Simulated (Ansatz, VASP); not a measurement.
**Co: VASP beside Ansatz**

The input INCAR:

```
SYSTEM = Co
PREC = Accurate ; ENCUT = 520
EDIFF = 1E-7 ; ISMEAR = -1
SIGMA = 0.08 ; LREAL = .FALSE.
LASPH = .TRUE. ; NELM = 150
ALGO = Normal ; ISIF = 2
LWAVE = .FALSE. ; LCHARG = .FALSE.
LNONCOLLINEAR = .TRUE. ; MAGMOM = 0 0 1.7 0 0 1.7
LORBIT = 11 ; LMAXMIX = 4
GGA = PE ; NBANDS = 30
```

The input KPOINTS:

```
regular mesh
0
G
  15 15 8
  0 0 0
```

File POSCAR:

```
Co
1.0
    2.5074000000      0.0000000000      0.0000000000
   -1.2537000000      2.1714720974      0.0000000000
    0.0000000000      0.0000000000      4.0699000000
Co
2
Direct
    0.3333333333      0.6666666667      0.2500000000
    0.6666666667      0.3333333333      0.7500000000
```

Input for Ansatz:

```yaml
crystal:
  lattice:
    - [2.5074, 0.0, 0.0]
    - [-1.2537, 2.1714720974, 0.0]
    - [0.0, 0.0, 4.0699]
  atoms:
    - { symbol: Co, position: [0.3333333333, 0.6666666667, 0.25], spin: 1.7, spin_axis: [0.0, 0.0, 1.0] }
    - { symbol: Co, position: [0.6666666667, 0.3333333333, 0.75], spin: 1.7, spin_axis: [0.0, 0.0, 1.0] }
magnetization:
  noncollinear: true
kpoints:
  mp_grid: { grid: [15, 15, 8] }
scf:
  occupations: { method: fermi_dirac, width: 0.08 }
  lower_state_search: "off"
hamiltonian:
  xc: pbe
  pseudopotentials: { kind: paw }
output:
  eigenvalues: false
```

Alike in both runs: task single point; functional PBE; k mesh 15 × 15 × 8; occupations fermi-dirac, width 0.08 eV; non-collinear spin.

```csv
,VASP,Ansatz
version,VASP 6.6.1,Ansatz 0.2.0
potentials or method,"VASP PAW PBE potentials, release 64 (Co)","PAW with Ansatz's default frozen-core files, scalar-relativistic"
plane-wave cutoff (eV),520,420
valence electrons in the cell,18,34
```

|  | VASP | Ansatz | Ansatz less VASP |
| --- | --- | --- | --- |
| net moment per atom (μB) | 1.63 | 1.64 | +0.005 |
| size of the moment on the site where the two differ most (μB) | 1.66 | 1.65 | -0.003 |

Site moments also hang on the region over which each program counts them. With one functional, cell and mesh, what is left measures potentials, basis and numerics. VASP's potentials hold 18 valence electrons a cell and Ansatz's 34, so a difference there can come from the potentials and not from the codes.
